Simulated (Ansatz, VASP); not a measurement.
# One calculation of CdSe, two programs

```xyz
4
Lattice="4.2795 0.0000 0.0000 -2.1397 3.7061 0.0000 0.0000 0.0000 6.9874" Properties=species:S:1:pos:R:3 pbc="T T T"
Cd    0.0000    2.4708    0.0331
Cd    2.1397    1.2354    3.5268
Se    0.0000    2.4708    2.6571
Se    2.1397    1.2354    6.1508
```

Alike in both runs: functional PBEsol; k mesh 6 × 6 × 4; no spin polarisation.

Ansatz relaxed the structure, and its values are those at the end. VASP's run is a single point on that final structure, the one shown.

```csv
,VASP,Ansatz
version,VASP 6.6.1,Ansatz 0.2.0
potentials or method,"VASP PAW PBE potentials, release 64 (Cd, Se), cutoff 520 eV","all-electron LAPW, scalar-relativistic"
occupations,"gaussian, width 0.01 eV",fixed
```

VASP gave:

```
gap on the k mesh at the Fermi level (eV) : 0.57
pressure (GPa)                            : 1.2
```

Problem. Which values does Ansatz return?

Solution. gap on the k mesh at the Fermi level (eV): 0.57; pressure (GPa): 0.8.

VASP's potentials were made for PBE, not for PBEsol. Ansatz ran all-electron here, and VASP with PAW potentials.
